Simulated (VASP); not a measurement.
# PbSe in VASP: notebook

Runs on PbSe. Level: PBE. Tasks: single point.

All numbers are computed with VASP 6.6.1; they aren't measurements. Logs are shortened: lines on timing, memory, paths and dates and some standing lists are left out, and cuts for length are marked.

**1. The cell of the first run**

The cell holds an amorphous packing of atoms, 4 atoms: a = 4.954 Å, b = 4.720 Å, c = 5.259 Å, α = 84.85°, β = 90.59°, γ = 84.91°.

**2. Single point, PBE**

The input, INCAR:

```
PREC = Accurate
ENCUT = 520
EDIFF = 1E-6
ISMEAR = -1
SIGMA = 0.1
LREAL = False
LASPH = True
NELM = 60
ALGO = Normal
ISIF = 2
LWAVE = False
LCHARG = True
GGA = PE
LELF = True
LVHAR = True
NBANDS = 28
```

The input, KPOINTS:

```
Automatic mesh
0
Gamma
  3 3 3
```

The input, POSCAR:

```
PbSe
1.0
    4.9256790000      0.0417880000      0.5304000000
    0.3067290000      4.6579180000      0.6966450000
   -0.6139740000     -0.2610890000      5.2160920000
Pb Se
2 2
Direct
    0.2171928028      0.2233940275      0.0992769309
    0.7349331222      0.6880560709      0.9578425094
    0.7103136235      0.1873513352      0.5298106865
    0.0673605607      0.7084405736      0.4604213989
```

Potentials or basis: VASP PAW PBE potentials, release 64 (Pb_d, Se).

The run is started by

```console
$ cat potpaw_PBE.64/Pb_d/POTCAR potpaw_PBE.64/Se/POTCAR > POTCAR
$ mpirun -np 1 vasp_std > vasp.out
```

OUTCAR:

```text
PREC = Accurate
   ENCUT = 520
   EDIFF = 1E-6
   ISMEAR = -1
   LREAL = False
   LASPH = True
   NELM = 60
   ISIF = 2
   GGA = PE

 ion  position               nearest neighbor table
   1  0.217  0.223  0.099-   4 3.10   2 3.13   4 3.15   3 3.30   3 3.40   2 3.56   2 3.57   2 3.74

   2  0.735  0.688  0.958-   3 3.10   4 3.10   4 3.11   1 3.13   3 3.42   1 3.56   1 3.57   1 3.74

   3  0.710  0.187  0.530-   2 3.10   1 3.30   1 3.40   2 3.42
   4  0.067  0.708  0.460-   1 3.10   2 3.10   2 3.11   1 3.15

  LATTYP: Found a triclinic cell.
 ALAT       =     8.6430414491
 B/A-ratio  =     0.5732160205
 C/A-ratio  =     0.6084186900
 COS(alpha) =     0.0103073084
 COS(beta)  =     0.5652774965
 COS(gamma) =     0.6279451668

  Lattice vectors:

 A1 = (   5.8463820000,   4.9607950000,  -3.9890470000)
 A2 = (   4.9256790000,   0.0417880000,   0.5304000000)
 A3 = (   0.6139740000,   0.2610890000,  -5.2160920000)

Analysis of symmetry for initial positions (statically):
=====================================================================
 Subroutine PRICEL returns:
 Original cell was already a primitive cell.

 Routine SETGRP: Setting up the symmetry group for a
 triclinic supercell.

 Subroutine GETGRP returns: Found  1 space group operations
 (whereof  1 operations were pure point group operations)
 out of a pool of  2 trial point group operations.

The static configuration has the point symmetry C_1 .

Analysis of symmetry for dynamics (positions and initial velocities):
=====================================================================
 Subroutine PRICEL returns:
 Original cell was already a primitive cell.

 Routine SETGRP: Setting up the symmetry group for a
 triclinic supercell.

 Subroutine GETGRP returns: Found  1 space group operations
 (whereof  1 operations were pure point group operations)
 out of a pool of  2 trial point group operations.

The dynamic configuration has the point symmetry C_1 .

 Subroutine INISYM returns: Found  1 space group operations
 (whereof  1 operations are pure point group operations),
 and found     1 'primitive' translations

----------------------------------------------------------------------------------------

                                     Primitive cell

  volume of cell :     121.9605

  direct lattice vectors                    reciprocal lattice vectors
     4.925679000  0.041788000  0.530400000     0.200704456 -0.016625454  0.022792273
     0.306729000  4.657918000  0.696645000    -0.002922681  0.213335033  0.010334361
    -0.613974000 -0.261089000  5.216092000    -0.020018353 -0.026801798  0.188016545

  length of vectors
     4.954329824  4.719703066  5.258587956     0.202677507  0.213605190  0.190969349

  position of ions in fractional coordinates (direct lattice)
     0.217192803  0.223394027  0.099276931
     0.734933122  0.688056071  0.957842509
     0.710313623  0.187351335  0.529810686
     0.067360561  0.708440574  0.460421399

  ion indices of the primitive-cell ions
   primitive index   ion index
                 1           1
                 2           2
                 3           3
                 4           4

----------------------------------------------------------------------------------------

 KPOINTS: Automatic mesh

Automatic generation of k-mesh.
 Grid dimensions read from file:
 generate k-points for:    3    3    3

 Generating k-lattice:

  Cartesian coordinates                     Fractional coordinates (reciprocal lattice)
     0.066901485 -0.005541818  0.007597424     0.333333333 -0.000000000  0.000000000
    -0.000974227  0.071111678  0.003444787     0.000000000  0.333333333  0.000000000
    -0.006672784 -0.008933933  0.062672182     0.000000000  0.000000000  0.333333333

  Length of vectors
     0.067559169  0.071201730  0.063656450

  Shift w.r.t. Gamma in fractional coordinates (k-lattice)
     0.000000000  0.000000000  0.000000000

 Subroutine IBZKPT returns following result:
 ===========================================

 Found     14 irreducible k-points:

 Following reciprocal coordinates:
            Coordinates               Weight
  0.000000  0.000000  0.000000      1.000000
  0.333333 -0.000000  0.000000      2.000000
  0.000000  0.333333  0.000000      2.000000
  0.333333  0.333333  0.000000      2.000000
 -0.333333  0.333333  0.000000      2.000000
  0.000000 -0.000000  0.333333      2.000000
  0.333333  0.000000  0.333333      2.000000
 -0.333333 -0.000000  0.333333      2.000000
  0.000000  0.333333  0.333333      2.000000
  0.333333  0.333333  0.333333      2.000000
 -0.333333  0.333333  0.333333      2.000000
  0.000000 -0.333333  0.333333      2.000000
  0.333333 -0.333333  0.333333      2.000000
 -0.333333 -0.333333  0.333333      2.000000
   k-points           NKPTS =     14   k-points in BZ     NKDIM =     14   number of bands    NBANDS=     28
   number of dos      NEDOS =    301   number of ions     NIONS =      4
   total plane-waves  NPLWV =  57600
   dimension x,y,z NGX =    40 NGY =   36 NGZ =   40
   dimension x,y,z NGXF=    80 NGYF=   72 NGZF=   80
   ions per type =               2   2
   NGX,Y,Z   is equivalent  to a cutoff of  13.42, 12.68, 12.65 a.u.
   NGXF,Y,Z  is equivalent  to a cutoff of  26.84, 25.36, 25.29 a.u.
 SYSTEM =  unknown system
   PREC   = accura    normal or accurate (medium, high low for compatibility)
   ISTART =      0    job   : 0-new  1-cont  2-samecut
   ICHARG =      2    charge: 1-file 2-atom 10-const
   ISPIN  =      1    spin polarized calculation?
   LNONCOLLINEAR =      F non collinear calculations
   LSORBIT =      F    spin-orbit coupling
   LASPH  =      T    aspherical Exc in radial PAW
   ENCUT  =  520.0 eV  38.22 Ry    6.18 a.u.   9.21  8.78  9.78*2*pi/ulx,y,z
   NELM   =     60;   NELMIN=  2; NELMDL= -5     # of ELM steps
   EDIFF  = 0.1E-05   stopping-criterion for ELM
   LREAL  =      F    real-space projection
   EDIFFG = 0.1E-04   stopping-criterion for IOM
   NSW    =      0    number of steps for IOM
   IBRION =     -1    ionic relax: 0-MD 1-quasi-New 2-CG
   NFREE  =      0    steps in history (QN), initial steepest desc. (CG)
   ISIF   =      2    stress and relaxation
   ISYM   =      2    0-nonsym 1-usesym 2-fastsym
   POTIM  = 0.5000    time-step for ionic-motion
   TEBEG  =    0.0;   TEEND  =   0.0 temperature during run
   PSTRESS=    0.0 pullay stress
   NELECT =      40.0000    total number of electrons
   NUPDOWN=      -1.0000    fix difference up-down
   EMIN   =  10.00;   EMAX   =-10.00  energy-range for DOS
   EFERMI =   0.00;   METHOD = LEGACY
   ISMEAR =    -1;   SIGMA  =   0.10  broadening in eV -4-tet -1-fermi 0-gaus
   EFERMI_NEDOS =   21; number of points for ismear=-14 and -15
   IALGO  =     38    algorithm
   IMIX   =      4    mixing-type and parameters
     AMIX     =   0.40;   BMIX     =  1.00
     AMIX_MAG =   1.60;   BMIX_MAG =  1.00
  volume/ion in A,a.u.               =      30.49       205.76
  Fermi-wavevector in a.u.,A,eV,Ry     =   1.128986  2.133474 17.342104  1.274609
  Thomas-Fermi vector in A             =   2.265678
   LORBIT       =      0    0 simple, 1 ext, 2 COOP (PROOUT), +10 PAW based schemes
   GGA     = PE    functional components
   LHFCALC =     F    Hartree Fock is set to
   AEXX    =    0.0000 exact exchange contribution
   IVDW    =     0    specifies the selected vdW correction
   LEPSILON=     F    determine dielectric tensor
   LRPA    =     F    only Hartree local field effects (RPA)
 non-spin polarized calculation
  energy-cutoff  :      520.00
  volume of cell :      121.96
 maximum number of plane-waves:      3295
 NGX is ok and might be reduce to    40
   NGX = 19   NGY = 17   NGZ = 19

 number of electron      40.0000001 magnetization

 Free energy of the ion-electron system (eV)
  ---------------------------------------------------
  ext. energy  EPLUGINS =         0.00000000
  ---------------------------------------------------
  free energy    TOTEN  =       -13.87779975 eV

  energy without entropy =      -13.77990541  energy(sigma->0) =      -13.82885258

 E-fermi :   4.7518     XC(G=0):  -9.3335

 val. band max:        4.7311685454   @ k =   0.3333  -0.0000   0.0000
 cond. band min:       4.8379623821   @ k =  -0.3333  -0.3333   0.3333
 fundamental gap:      0.1067938367
 Fermi energy:         4.7517507720

 k-point     1 :       0.0000    0.0000    0.0000
  band No.  band energies     occupation
      1     -12.7462      2.00000
      2     -12.6246      2.00000
      3     -12.5746      2.00000
      4     -12.5538      2.00000
      5     -12.5312      2.00000
      6     -12.4918      2.00000
[... 20 lines left out ...]
     27       9.9650      0.00000
     28      10.6092      0.00000

 k-point     2 :       0.3333   -0.0000    0.0000
  band No.  band energies     occupation
      1     -12.6996      2.00000
      2     -12.5859      2.00000
      3     -12.5801      2.00000
      4     -12.5677      2.00000
      5     -12.5418      2.00000
      6     -12.4869      2.00000
[... 20 lines left out ...]
     27      10.5779      0.00000
     28      11.7265      0.00000

 k-point     3 :       0.0000    0.3333    0.0000
  band No.  band energies     occupation
      1     -12.7063      2.00000
      2     -12.5883      2.00000
      3     -12.5801      2.00000
      4     -12.5686      2.00000
      5     -12.5408      2.00000
      6     -12.4909      2.00000
[... 20 lines left out ...]
     27      10.5972      0.00000
     28      10.9877      0.00000

 k-point     4 :       0.3333    0.3333    0.0000
  band No.  band energies     occupation
      1     -12.7107      2.00000
      2     -12.5773      2.00000
      3     -12.5658      2.00000
      4     -12.5573      2.00000
      5     -12.5443      2.00000
      6     -12.4928      2.00000
[... 268 lines left out ...]
     27      10.6843      0.00000
     28      12.1488      0.00000

 k-point    13 :       0.3333   -0.3333    0.3333
  band No.  band energies     occupation
      1     -12.6859      2.00000
      2     -12.5951      2.00000
      3     -12.5698      2.00000
      4     -12.5587      2.00000
      5     -12.5380      2.00000
      6     -12.4919      2.00000
[... 20 lines left out ...]
     27      11.4359      0.00000
     28      12.0444      0.00000

 k-point    14 :      -0.3333   -0.3333    0.3333
  band No.  band energies     occupation
      1     -12.7104      2.00000
      2     -12.5788      2.00000
      3     -12.5739      2.00000
      4     -12.5594      2.00000
      5     -12.5424      2.00000
      6     -12.4970      2.00000
[... 20 lines left out ...]
     27      11.6975      0.00000
     28      12.2447      0.00000

------------------------ aborting loop because EDIFF is reached ----------------------------------------

  FORCE on cell =-STRESS in cart. coord.  units (eV):
  Direction    XX          YY          ZZ          XY          YZ          ZX
  --------------------------------------------------------------------------------------
  -------------------------------------------------------------------------------------
  Total        0.7698426      1.4776913     -4.1680190     -0.6893175      0.5487212      0.2527274
  in kB       10.1133108     19.4122160    -54.7546595     -9.0554633      7.2084705      3.3200429
  external PRESSURE =      -8.4097109 kB  Pullay stress =       0.0000000 kB

 VOLUME and BASIS-vectors are now :
 -----------------------------------------------------------------------------
  energy-cutoff  :      520.00
  volume of cell :      121.96
      direct lattice vectors                 reciprocal lattice vectors
     4.925679000  0.041788000  0.530400000     0.200704456 -0.016625454  0.022792273
     0.306729000  4.657918000  0.696645000    -0.002922681  0.213335033  0.010334361
    -0.613974000 -0.261089000  5.216092000    -0.020018353 -0.026801798  0.188016545

 POSITION                                       TOTAL-FORCE (eV/Angst)
 -----------------------------------------------------------------------------------
      1.07739      1.02371      0.78866         0.450143     -0.612955      0.690914
      3.24300      2.98554      5.86533        -0.531511      0.324816     -0.426433
      3.23095      0.76402      3.27081        -0.521796      0.169009      0.231410
      0.26641      3.18246      2.93086         0.603164      0.119131     -0.495891
 -----------------------------------------------------------------------------------
    total drift:                               -0.000052     -0.000480     -0.000186

  FREE ENERGIE OF THE ION-ELECTRON SYSTEM (eV)
  ---------------------------------------------------
  free  energy   TOTEN  =       -13.8777997513 eV

  energy  without entropy=      -13.7799054059  energy(sigma->0) =      -13.82885258
```

It took 23 s on 1 thread of Intel Xeon 6975P-C (Granite Rapids), shared host; peak memory 0.24 GiB.

Results:

| Item | Value |
| --- | --- |
| Free energy | -13.8778 eV |
| Pressure | -0.8 GPa |
| Largest force | 1.027 eV/Å |
| Band gap on the k mesh | zero (band 20 reaches 4.96 eV, above the bottom of band 21 at 4.61 eV) |

Forces in eV/Å, atoms in the order of the input:
```
Pb   0.450 -0.613  0.691
Pb  -0.532  0.325 -0.426
Se  -0.522  0.169  0.231
Se   0.603  0.119 -0.496
```

Stress tensor (GPa, compression positive):
```
 1.01 -0.91  0.33
-0.91  1.94  0.72
 0.33  0.72 -5.48
```

Caveat: the k points lie up to 0.45 Å⁻¹ apart; spin-orbit coupling is left out, which moves the levels of the heavy elements.

(Part 1 of 2 ends here.)
